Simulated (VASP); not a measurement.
# Ti2Si (P6/mmm) in VASP: notebook

The runs below take Ti2Si through single point, relaxation of cell and atoms, with PBE.

Everything below comes from runs of VASP 6.6.1. Logs are shortened: lines on timing, memory, paths and dates and some standing lists are left out, and cuts for length are marked.

## (1) The cell of the first run

It takes space group P6/mmm (No. 191, hexagonal). The conventional cell has a = 4.408 Å, b = 4.408 Å, c = 2.645 Å, α = 90.00°, β = 90.00°, γ = 120.00°. Ti (site symmetry -6m2) has 5 Ti at 2.54 to 2.64 Å and 6 Si at 2.87 Å within 3.4 Å. Si (site symmetry 6/mmm) has 2 Si at 2.64 Å and 12 Ti at 2.87 Å within 3.5 Å.

## (2) Single point, PBE

File INCAR:

```
SYSTEM = Ti2Si
PREC = Accurate ; ENCUT = 520
EDIFF = 1E-6 ; ISMEAR = 0
SIGMA = 0.1 ; LREAL = .False.
LASPH = .True. ; NELM = 100
ALGO = Normal ; ISIF = 2
LWAVE = .False. ; LCHARG = .False.
GGA = PE ; NBANDS = 21
```

File KPOINTS:

```
Automatic mesh
0
Gamma
  12 12 18
  0 0 0
```

File POSCAR:

```
Ti2Si
1.0
    4.4077490424      0.0000000000      0.0000000000
   -2.2038745212      3.8172226442      0.0000000000
    0.0000000000      0.0000000000      2.6446997381
Ti Si
2 1
Direct
    0.3333333333      0.6666666667      0.5000000000
    0.6666666667      0.3333333333      0.5000000000
    0.0000000000      0.0000000000      0.0000000000
```

Potentials or basis: VASP PAW PBE potentials, release 64 (Ti_sv, Si).

On the command line:

```bash
cat potpaw_PBE.64/Ti_sv/POTCAR potpaw_PBE.64/Si/POTCAR > POTCAR
mpirun -np 1 vasp_std > vasp.out
```

OUTCAR:

```text
SYSTEM = Ti2Si
   PREC = Accurate
   ENCUT = 520
   EDIFF = 1E-6
   ISMEAR = 0
   LREAL = .False.
   LASPH = .True.
   NELM = 100
   ISIF = 2
   GGA = PE

 ion  position               nearest neighbor table
   1  0.333  0.667  0.500-   2 2.54   2 2.54   2 2.54   3 2.87   3 2.87   3 2.87   3 2.87   3 2.87
                             3 2.87
   2  0.667  0.333  0.500-   1 2.54   1 2.54   1 2.54   3 2.87   3 2.87   3 2.87   3 2.87   3 2.87
                             3 2.87
   3  0.000  0.000  0.000-   1 2.87   2 2.87   1 2.87   2 2.87   1 2.87   1 2.87   2 2.87   2 2.87
                             2 2.87   2 2.87   1 2.87   1 2.87

  LATTYP: Found a hexagonal cell.
 ALAT       =     4.4077490424
 C/A-ratio  =     0.6000114146

  Lattice vectors:

 A1 = (   4.4077490424,   0.0000000000,   0.0000000000)
 A2 = (  -2.2038745212,   3.8172226442,   0.0000000000)
 A3 = (   0.0000000000,   0.0000000000,   2.6446997381)

Analysis of symmetry for initial positions (statically):
=====================================================================
 Subroutine PRICEL returns:
 Original cell was already a primitive cell.

 Routine SETGRP: Setting up the symmetry group for a
 hexagonal supercell.

 Subroutine GETGRP returns: Found 24 space group operations
 (whereof 24 operations were pure point group operations)
 out of a pool of 24 trial point group operations.

The static configuration has the point symmetry D_6h.

Analysis of symmetry for dynamics (positions and initial velocities):
=====================================================================
 Subroutine PRICEL returns:
 Original cell was already a primitive cell.

 Routine SETGRP: Setting up the symmetry group for a
 hexagonal supercell.

 Subroutine GETGRP returns: Found 24 space group operations
 (whereof 24 operations were pure point group operations)
 out of a pool of 24 trial point group operations.

The dynamic configuration has the point symmetry D_6h.

 Subroutine INISYM returns: Found 24 space group operations
 (whereof 24 operations are pure point group operations),
 and found     1 'primitive' translations

----------------------------------------------------------------------------------------

                                     Primitive cell

  volume of cell :      44.4980

  direct lattice vectors                    reciprocal lattice vectors
     4.407749042  0.000000000  0.000000000     0.226873170  0.130985286  0.000000000
    -2.203874521  3.817222644  0.000000000     0.000000000  0.261970572  0.000000000
     0.000000000  0.000000000  2.644699738     0.000000000  0.000000000  0.378114757

  length of vectors
     4.407749042  4.407749042  2.644699738     0.261970572  0.261970572  0.378114757

  position of ions in fractional coordinates (direct lattice)
     0.333333333  0.666666667  0.500000000
     0.666666667  0.333333333  0.500000000
     0.000000000  0.000000000  0.000000000

  ion indices of the primitive-cell ions
   primitive index   ion index
                 1           1
                 2           2
                 3           3

----------------------------------------------------------------------------------------

 KPOINTS: Automatic mesh

Automatic generation of k-mesh.
 Grid dimensions read from file:
 generate k-points for:   12   12   18

 Generating k-lattice:

  Cartesian coordinates                     Fractional coordinates (reciprocal lattice)
     0.018906098  0.010915441  0.000000000     0.083333333 -0.000000000  0.000000000
     0.000000000  0.021830881  0.000000000     0.000000000  0.083333333  0.000000000
     0.000000000  0.000000000  0.021006375     0.000000000  0.000000000  0.055555556

  Length of vectors
     0.021830881  0.021830881  0.021006375

  Shift w.r.t. Gamma in fractional coordinates (k-lattice)
     0.000000000  0.000000000  0.000000000

 Subroutine IBZKPT returns following result:
 ===========================================

 Found    190 irreducible k-points:

 Following reciprocal coordinates:
            Coordinates               Weight
  0.000000  0.000000  0.000000      1.000000
  0.083333  0.000000  0.000000      6.000000
  0.166667  0.000000  0.000000      6.000000
  0.250000  0.000000  0.000000      6.000000
  0.333333  0.000000  0.000000      6.000000
  0.416667  0.000000  0.000000      6.000000
[... 16 lines left out ...]
  0.250000  0.000000  0.055556     12.000000
  0.333333  0.000000  0.055556     12.000000
 [... further k-points ...]
   k-points           NKPTS =    190   k-points in BZ     NKDIM =    190   number of bands    NBANDS=     21
   number of dos      NEDOS =    301   number of ions     NIONS =      3
   total plane-waves  NPLWV =  25920
   dimension x,y,z NGX =    36 NGY =   36 NGZ =   20
   dimension x,y,z NGXF=    72 NGYF=   72 NGZF=   40
   ions per type =               2   1
   NGX,Y,Z   is equivalent  to a cutoff of  13.58, 13.58, 12.57 a.u.
   NGXF,Y,Z  is equivalent  to a cutoff of  27.16, 27.16, 25.14 a.u.
 SYSTEM =  Ti2Si
   PREC   = accura    normal or accurate (medium, high low for compatibility)
   ISTART =      0    job   : 0-new  1-cont  2-samecut
   ICHARG =      2    charge: 1-file 2-atom 10-const
   ISPIN  =      1    spin polarized calculation?
   LNONCOLLINEAR =      F non collinear calculations
   LSORBIT =      F    spin-orbit coupling
   LASPH  =      T    aspherical Exc in radial PAW
   ENCUT  =  520.0 eV  38.22 Ry    6.18 a.u.   8.20  8.20  4.92*2*pi/ulx,y,z
   NELM   =    100;   NELMIN=  2; NELMDL= -5     # of ELM steps
   EDIFF  = 0.1E-05   stopping-criterion for ELM
   LREAL  =      F    real-space projection
   EDIFFG = 0.1E-04   stopping-criterion for IOM
   NSW    =      0    number of steps for IOM
   IBRION =     -1    ionic relax: 0-MD 1-quasi-New 2-CG
   NFREE  =      0    steps in history (QN), initial steepest desc. (CG)
   ISIF   =      2    stress and relaxation
   ISYM   =      2    0-nonsym 1-usesym 2-fastsym
   POTIM  = 0.5000    time-step for ionic-motion
   TEBEG  =    0.0;   TEEND  =   0.0 temperature during run
   PSTRESS=    0.0 pullay stress
   NELECT =      28.0000    total number of electrons
   NUPDOWN=      -1.0000    fix difference up-down
   EMIN   =  10.00;   EMAX   =-10.00  energy-range for DOS
   EFERMI =   0.00;   METHOD = LEGACY
   ISMEAR =     0;   SIGMA  =   0.10  broadening in eV -4-tet -1-fermi 0-gaus
   EFERMI_NEDOS =   21; number of points for ismear=-14 and -15
   IALGO  =     38    algorithm
   IMIX   =      4    mixing-type and parameters
     AMIX     =   0.40;   BMIX     =  1.00
     AMIX_MAG =   1.60;   BMIX_MAG =  1.00
  volume/ion in A,a.u.               =      14.83       100.10
  Fermi-wavevector in a.u.,A,eV,Ry     =   1.402859  2.651019 26.776437  1.968013
  Thomas-Fermi vector in A             =   2.525578
   LORBIT       =      0    0 simple, 1 ext, 2 COOP (PROOUT), +10 PAW based schemes
   GGA     = PE    functional components
   LHFCALC =     F    Hartree Fock is set to
   AEXX    =    0.0000 exact exchange contribution
   IVDW    =     0    specifies the selected vdW correction
   LEPSILON=     F    determine dielectric tensor
   LRPA    =     F    only Hartree local field effects (RPA)
 non-spin polarized calculation
 Gauss-broadening in eV      SIGMA  =   0.10
  energy-cutoff  :      520.00
  volume of cell :       44.50
 maximum number of plane-waves:      1218
 NGX is ok and might be reduce to    36
   NGX = 17   NGY = 17   NGZ =  9

 number of electron      27.9999992 magnetization

 Free energy of the ion-electron system (eV)
  ---------------------------------------------------
  ext. energy  EPLUGINS =         0.00000000
  ---------------------------------------------------
  free energy    TOTEN  =       -21.75033074 eV

  energy without entropy =      -21.73553604  energy(sigma->0) =      -21.74293339

 E-fermi :  10.0061     XC(G=0): -11.8534

 val. band max:       10.0057942111   @ k =   0.1667   0.0000   0.5000
 cond. band min:      10.0085841125   @ k =   0.1667   0.0000   0.0000
 fundamental gap:      0.0027899014
 Fermi energy:        10.0061440522

 k-point     1 :       0.0000    0.0000    0.0000
  band No.  band energies     occupation
      1     -46.5247      2.00000
      2     -46.2522      2.00000
      3     -23.0820      2.00000
      4     -23.0820      2.00000
      5     -22.3545      2.00000
      6     -22.3344      2.00000
[... 13 lines left out ...]
     20      13.5874      0.00000
     21      14.2895      0.00000

 k-point     2 :       0.0833    0.0000    0.0000
  band No.  band energies     occupation
      1     -46.5207      2.00000
      2     -46.2564      2.00000
      3     -23.0875      2.00000
      4     -23.0733      2.00000
      5     -22.3520      2.00000
      6     -22.3439      2.00000
[... 13 lines left out ...]
     20      13.6117      0.00000
     21      13.9942      0.00000

 k-point     3 :       0.1667    0.0000    0.0000
  band No.  band energies     occupation
      1     -46.5089      2.00000
      2     -46.2685      2.00000
      3     -23.1024      2.00000
      4     -23.0486      2.00000
      5     -22.3710      2.00000
      6     -22.3447      2.00000
[... 13 lines left out ...]
     20      13.4783      0.00000
     21      13.6796      0.00000
[... 457 lines left out ...]
 k-point    23 :       0.2500    0.0000    0.0556
  band No.  band energies     occupation
      1     -46.4869      2.00000
      2     -46.2840      2.00000
      3     -23.1179      2.00000
      4     -23.0081      2.00000
      5     -22.4088      2.00000
      6     -22.3599      2.00000
[... 13 lines left out ...]
     20      13.3288      0.00000
     21      13.7098      0.00000

 k-point    24 :       0.3333    0.0000    0.0556
  band No.  band energies     occupation
      1     -46.4643      2.00000
      2     -46.3072      2.00000
      3     -23.1363      2.00000
      4     -22.9661      2.00000
      5     -22.4538      2.00000
      6     -22.3458      2.00000
[... 13 lines left out ...]
     20      13.2625      0.00000
     21      13.7545      0.00000

 [... further k-points ...]

------------------------ aborting loop because EDIFF is reached ----------------------------------------

  FORCE on cell =-STRESS in cart. coord.  units (eV):
  Direction    XX          YY          ZZ          XY          YZ          ZX
  --------------------------------------------------------------------------------------
  -------------------------------------------------------------------------------------
  Total       -0.0304545     -0.0304545     -0.0339420      0.0000000     -0.0000000      0.0000000
  in kB       -1.0965316     -1.0965316     -1.2221021      0.0000000     -0.0000000      0.0000000
  external PRESSURE =      -1.1383885 kB  Pullay stress =       0.0000000 kB

 VOLUME and BASIS-vectors are now :
 -----------------------------------------------------------------------------
  energy-cutoff  :      520.00
  volume of cell :       44.50
      direct lattice vectors                 reciprocal lattice vectors
     4.407749042  0.000000000  0.000000000     0.226873170  0.130985286  0.000000000
    -2.203874521  3.817222644  0.000000000     0.000000000  0.261970572  0.000000000
     0.000000000  0.000000000  2.644699738     0.000000000  0.000000000  0.378114757

 POSITION                                       TOTAL-FORCE (eV/Angst)
 -----------------------------------------------------------------------------------
     -0.00000      2.54482      1.32235         0.000000     -0.000000     -0.000000
      2.20387      1.27241      1.32235         0.000000      0.000000      0.000000
      0.00000      0.00000      0.00000        -0.000000      0.000000      0.000000
 -----------------------------------------------------------------------------------
    total drift:                                0.000000      0.000000     -0.000000

  FREE ENERGIE OF THE ION-ELECTRON SYSTEM (eV)
  ---------------------------------------------------
  free  energy   TOTEN  =       -21.7503307374 eV

  energy  without entropy=      -21.7355360358  energy(sigma->0) =      -21.74293339
```

Run time: 61 s. Hardware: 1 thread of Intel Xeon 6975P-C (Granite Rapids), shared host; peak memory 0.28 GiB.

What came out:

```
Free energy            : -21.7503 eV
Pressure               : -0.1 GPa
Band gap on the k mesh : zero (band 14 reaches 10.38 eV, above the bottom of band 15 at 9.63 eV)
```

(Continued in part 2 of 2.)
